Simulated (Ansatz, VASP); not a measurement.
**Mo in VASP and in Ansatz**

Contents of INCAR:

```
SYSTEM = Mo
PREC = Accurate ; ENCUT = 600
EDIFF = 1E-6 ; ISMEAR = 0
SIGMA = 0.1 ; LREAL = .False.
LASPH = .True. ; NELM = 80
ALGO = Normal ; ISIF = 3
LWAVE = .False. ; LCHARG = .False.
GGA = PE ; IBRION = 2
NSW = 90 ; EDIFFG = -0.04
```

Contents of KPOINTS:

```
Automatic mesh
0
Gamma
  6 6 6
  0 0 0
```

The input POSCAR:

```
Mo
1.0
    2.5529747183      0.0000000000      0.0000000000
    0.0000000000      2.5529747183      0.0000000000
    0.0000000000      0.0000000000      2.5529747183
Mo
1
Direct
    0.0000000000      0.0000000000      0.0000000000
```

Input for Ansatz:

```yaml
crystal:
  lattice:
    - [2.5529747183, 0.0, 0.0]
    - [0.0, 2.5529747183, 0.0]
    - [0.0, 0.0, 2.5529747183]
  atoms:
    - { symbol: Mo, position: [0.0, 0.0, 0.0] }
basis:
  ecutwfc: 420
kpoints:
  mp_grid: { grid: [6, 6, 6] }
hamiltonian:
  xc: pbe
scf:
  occupations: { method: gaussian, width: 0.1 }
  lower_state_search: "off"
output:
  forces: true
  stress: true
  eigenvalues: true
relax:
  adjacent_minimum: "off"
  f_tol: 0.04
  max_steps: 70
  cell: { stress_tol: 0.4 }
```

Alike in both runs: task relaxation of cell and atoms; functional PBE; k mesh 6 × 6 × 6; occupations gaussian, width 0.1 eV; no spin polarisation.

```csv
,VASP,Ansatz
version,VASP 6.6.1,Ansatz 0.2.0
potentials or method,"VASP PAW PBE potentials, release 64 (Mo_sv), cutoff 600 eV","scalar-relativistic, plane waves, PAW"
valence electrons in the cell,14,14
```

Ansatz gave:

- gap on the k mesh at the Fermi level, each at its own relaxed structure (eV): none
- relaxed volume (Å³/atom): 17.51
- relaxed cell length with the largest relative difference (Å): 2.597

Q: Which values does VASP return?

A: gap on the k mesh at the Fermi level, each at its own relaxed structure (eV): none; relaxed volume (Å³/atom): 17.55; relaxed cell length with the largest relative difference (Å): 2.599.

A gap of «none» marks a metal or a gap that the smearing closes.

The k mesh is coarse, so the values compare programs but aren't converged.
